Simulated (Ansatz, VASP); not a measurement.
## MgO in VASP and in Ansatz

The input INCAR:

```
PREC = Accurate
ENCUT = 520
EDIFF = 1E-6
ISMEAR = 0
SIGMA = 0.05
LREAL = F
LASPH = T
NELM = 100
ALGO = Normal
ISIF = 2
LWAVE = F
LCHARG = T
GGA = PE
LELF = T
LVHAR = T
NBANDS = 11
```

The input KPOINTS:

```
Automatic mesh
0
Gamma
  9 9 8
```

POSCAR

```
MgO
1.0
    2.9380209034      0.0000000000      0.0000000000
   -1.4690104517      2.4426247096      0.0000000000
    0.0000000000      0.0000000000      2.6796800000
Mg O
1 1
Direct
    0.0000000000      0.0000000000      0.0000000000
    0.3333333333      0.6666666667      0.5000000000
```

Input for Ansatz:

```yaml
crystal:
  lattice:
    - [2.9380209034, 0.0, 0.0]
    - [-1.4690104517, 2.4426247096, 0.0]
    - [0.0, 0.0, 2.67968]
  atoms:
    - { symbol: Mg, position: [0.0, 0.0, 0.0] }
    - { symbol: O, position: [0.3333333333, 0.6666666667, 0.5] }
basis:
  ecutwfc: 420
kpoints:
  mp_grid: { grid: [9, 9, 8] }
hamiltonian:
  xc: pbe
scf:
  occupations: { method: gaussian, width: 0.05 }
output:
  forces: true
  stress: true
  eigenvalues: true
```

Change from the starting cell: strain -0.0400 x Voigt [0, 1, 0, 0, 0, 0], atoms carried along.

Alike in both runs: task single point; functional PBE; k mesh 9 × 9 × 8; occupations gaussian, width 0.05 eV; no spin polarisation.

|  | VASP | Ansatz |
| --- | --- | --- |
| version | VASP 6.6.1 | Ansatz 0.2.0 |
| potentials or method | VASP PAW PBE potentials, release 64 (Mg, O), cutoff 520 eV | scalar-relativistic, plane waves, PAW |
| valence electrons in the cell | 8 | 16 |

|  | VASP | Ansatz | Ansatz less VASP |
| --- | --- | --- | --- |
| gap on the k mesh at the Fermi level (eV) | 3.20 | 3.22 | +0.023 |
| least direct gap on the mesh (eV) | 3.66 | 3.68 | +0.020 |
| pressure (GPa) | 5.2 | 5.7 | +0.59 |
| traceless stress, the component that is largest in VASP (GPa) | 8.40 | 8.29 | -0.113 |
| rms of the force components (eV/Å) | 0.026 | 0.025 | -0.0008 |

Atom by atom the forces differ by 0.001 eV/Å (rms over components). VASP's potentials hold 8 valence electrons a cell and Ansatz's 16, so a difference there can come from the potentials and not from the codes.
